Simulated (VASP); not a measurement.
## SrCl2: single point with PBE-based screened hybrid with 25 % exact exchange

Crystal: SrCl2.

```
Sr Cl
1.0
     0.00000    3.48835    3.48835
     3.48835    0.00000    3.48835
     3.48835    3.48835    0.00000
Sr Cl
1 2
Direct
  0.00000 0.00000 0.00000
  0.75000 0.75000 0.75000
  0.25000 0.25000 0.25000
```

* Program: VASP 6.6.1
* Task: single point
* Functional: PBE-based screened hybrid with 25 % exact exchange
* Potentials or basis: VASP PAW PBE potentials, release 64 (Sr_sv, Cl)
* Cutoff: 520 eV
* k mesh: 4 × 4 × 4
* Occupations: fermi-dirac, width 0.05 eV
* Spin: no spin polarisation

The pressure is 0.6 GPa. The band gap on the k mesh is 6.62 eV (least direct gap 6.81 eV).

Levels at points of the mesh, in eV from the valence-band top:
| k point | band 10 | band 11 | band 12 | band 13 | band 14 | band 15 |
| --- | --- | --- | --- | --- | --- | --- |
| (0.00, 0.00, 0.00) | -0.37 | -0.37 | -0.37 | 6.62 | 7.52 | 7.52 |
| (0.50, 0.00, 0.00) | -1.41 | -1.14 | -1.14 | 8.19 | 8.19 | 9.08 |
| (0.50, 0.50, 0.00) | -0.42 | -0.42 | 0.00 | 6.81 | 8.55 | 9.20 |

It took 11 min on 1 thread of Intel(R) Xeon(R) Platinum 8559C (Emerald Rapids) (shared host), peak memory 0.34 GiB.

Caveat: the PAW data sets were made with another functional, which shifts forces and pressure a little. A k mesh can miss the band edges.
